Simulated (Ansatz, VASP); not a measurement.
**GaN in VASP and in Ansatz**

INCAR

```
  PREC = Accurate
  ENCUT = 600
  EDIFF = 1E-6
  ISMEAR = 0
  SIGMA = 0.02
  LREAL = False
  LASPH = True
  NELM = 100
  ALGO = Normal
  ISIF = 3
  LWAVE = False
  LCHARG = False
  GGA = PE
  IBRION = 2
  NSW = 100
  EDIFFG = -0.01
```

Contents of KPOINTS:

```
regular mesh
0
Gamma
  10 10 10
```

Contents of POSCAR:

```
GaN
1.0
    0.0000000000      2.2731621063      2.2731621063
    2.2731621063      0.0000000000      2.2731621063
    2.2731621063      2.2731621063      0.0000000000
Ga N
1 1
Direct
    0.0000000000      0.0000000000      0.0000000000
    0.2500000000      0.2500000000      0.2500000000
```

Input for Ansatz:

```yaml
crystal:
  lattice:
    - [0.0, 2.2731621063, 2.2731621063]
    - [2.2731621063, 0.0, 2.2731621063]
    - [2.2731621063, 2.2731621063, 0.0]
  atoms:
    - { symbol: Ga, position: [0.0, 0.0, 0.0] }
    - { symbol: "N", position: [0.25, 0.25, 0.25] }
basis:
  ecutwfc: 420
kpoints:
  mp_grid: { grid: [10, 10, 10] }
hamiltonian:
  xc: pbe
scf:
  occupations: { method: gaussian, width: 0.02 }
output:
  forces: true
  stress: true
  eigenvalues: true
relax:
  adjacent_minimum: "off"
  f_tol: 0.01
  max_steps: 80
  cell: { stress_tol: 0.05 }
```

Alike in both runs: task relaxation of cell and atoms; functional PBE; k mesh 10 × 10 × 10; occupations gaussian, width 0.02 eV; no spin polarisation.

```csv
,VASP,Ansatz
version,VASP 6.6.1,Ansatz 0.2.0
potentials or method,"VASP PAW PBE potentials, release 64 (Ga_d, N), cutoff 600 eV","scalar-relativistic, plane waves, PAW"
valence electrons in the cell,18,18
```

Ansatz gave:

| Property | Result |
| --- | --- |
| gap on the k mesh at the Fermi level, each at its own relaxed structure (eV) | 1.54 |
| relaxed volume (Å³/atom) | 11.76 |
| relaxed cell length with the largest relative difference (Å) | 3.216 |

Problem. Estimate VASP's values.

Solution. gap on the k mesh at the Fermi level, each at its own relaxed structure (eV): 1.55; relaxed volume (Å³/atom): 11.76; relaxed cell length with the largest relative difference (Å): 3.216.
